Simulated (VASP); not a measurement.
A run of VASP 6.6.1 is set up as follows.

INCAR

```
ALGO     = Normal         # electronic algorithm
EDIFF    = 1E-8           # SCF threshold, eV
ENCUT    = 520            # plane-wave cutoff, eV
GGA      = PS             # functional
IBRION   = 8              # ionic algorithm
ISIF     = 2              # what is computed and relaxed
ISMEAR   = 0              # smearing method
LASPH    = True           # aspherical terms in the spheres
LCHARG   = True           # write CHGCAR
LREAL    = False          # projectors in reciprocal space
LWAVE    = False          # write WAVECAR
NELM     = 80             # most SCF steps
NSW      = 1              # ionic steps
PREC     = Accurate       # precision mode
SIGMA    = 0.01           # smearing width, eV
```

KPOINTS

```
k-points
0
Gamma
  10 10 10
```

POSCAR

```
GaAs
1.0
    0.0000000000      2.8757276588      2.8757276588
    2.8757276588      0.0000000000      2.8757276588
    2.8757276588      2.8757276588      0.0000000000
Ga As
1 1
Direct
    0.0000000000      0.0000000000      0.0000000000
    0.7500000000      0.7500000000      0.7500000000
```

Potentials or basis: VASP PAW PBE potentials, release 64 (Ga_d, As).

The run is started by

```bash
$ cat potpaw_PBE.64/Ga_d/POTCAR potpaw_PBE.64/As/POTCAR > POTCAR
$ mpirun -np 1 vasp_std > vasp.out
```

Predict the highest phonon frequency at Γ, LO-TO splitting left out.

248 cm⁻¹.

Phonon frequencies in cm⁻¹ (negative: imaginary):
```tsv
q point	frequencies
(0.000, 0.000, 0.000)	0 0 0 248 248 248
```

Caveat: the cell stands under pressure or tension, which shifts response properties.
